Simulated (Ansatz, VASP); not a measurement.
**PdCl4: VASP beside Ansatz**

File INCAR:

```
PREC = Accurate
ENCUT = 600
EDIFF = 1E-7
ISMEAR = 0
SIGMA = 0.1
LREAL = False
LASPH = True
NELM = 80
ALGO = Normal
ISIF = 3
LWAVE = False
LCHARG = False
GGA = PE
IBRION = 2
NSW = 100
EDIFFG = -0.01
```

The input KPOINTS:

```
regular mesh
0
Gamma
  8 8 8
```

Contents of POSCAR:

```
PdCl4
1.0
   -3.6438485813      3.6438485813      2.7744739740
    3.6438485813     -3.6438485813      2.7744739740
    3.6438485813      3.6438485813     -2.7744739740
Pd Cl
1 4
Direct
    0.0000000000      0.0000000000      0.0000000000
    0.7785408007      0.7785408007      0.5570816013
    0.2214591993      0.7785408007      0.0000000000
    0.7785408007      0.2214591993      0.0000000000
    0.2214591993      0.2214591993      0.4429183987
```

Input for Ansatz:

```yaml
crystal:
  lattice:
    - [-3.6438485813, 3.6438485813, 2.774473974]
    - [3.6438485813, -3.6438485813, 2.774473974]
    - [3.6438485813, 3.6438485813, -2.774473974]
  atoms:
    - { symbol: Pd, position: [0.0, 0.0, 0.0] }
    - { symbol: Cl, position: [0.7785408007, 0.7785408007, 0.5570816013] }
    - { symbol: Cl, position: [0.2214591993, 0.7785408007, 0.0] }
    - { symbol: Cl, position: [0.7785408007, 0.2214591993, 0.0] }
    - { symbol: Cl, position: [0.2214591993, 0.2214591993, 0.4429183987] }
basis:
  ecutwfc: 420
kpoints:
  mp_grid: { grid: [8, 8, 8] }
hamiltonian:
  xc: pbe
scf:
  occupations: { method: gaussian, width: 0.1 }
output:
  forces: true
  stress: true
  eigenvalues: true
relax:
  adjacent_minimum: "off"
  f_tol: 0.01
  max_steps: 80
  cell: { stress_tol: 0.05 }
```

Alike in both runs: task relaxation of cell and atoms; functional PBE; k mesh 8 × 8 × 8; occupations gaussian, width 0.1 eV; no spin polarisation.

|  | VASP | Ansatz |
| --- | --- | --- |
| version | VASP 6.6.1 | Ansatz 0.2.0 |
| potentials or method | VASP PAW PBE potentials, release 64 (Pd, Cl), cutoff 600 eV | scalar-relativistic, plane waves, PAW |
| valence electrons in the cell | 38 | 46 |

|  | VASP | Ansatz | Ansatz less VASP |
| --- | --- | --- | --- |
| gap on the k mesh at the Fermi level, each at its own relaxed structure (eV) | none | none | - |
| relaxed volume (Å³/atom) | 27.94 | 28.01 | +0.062 |
| relaxed cell length with the largest relative difference (Å) | 5.745 | 5.749 | +0.0048 |

A gap of «none» marks a metal or a gap that the smearing closes. VASP's potentials hold 38 valence electrons a cell and Ansatz's 46, so a difference there can come from the potentials and not from the codes.
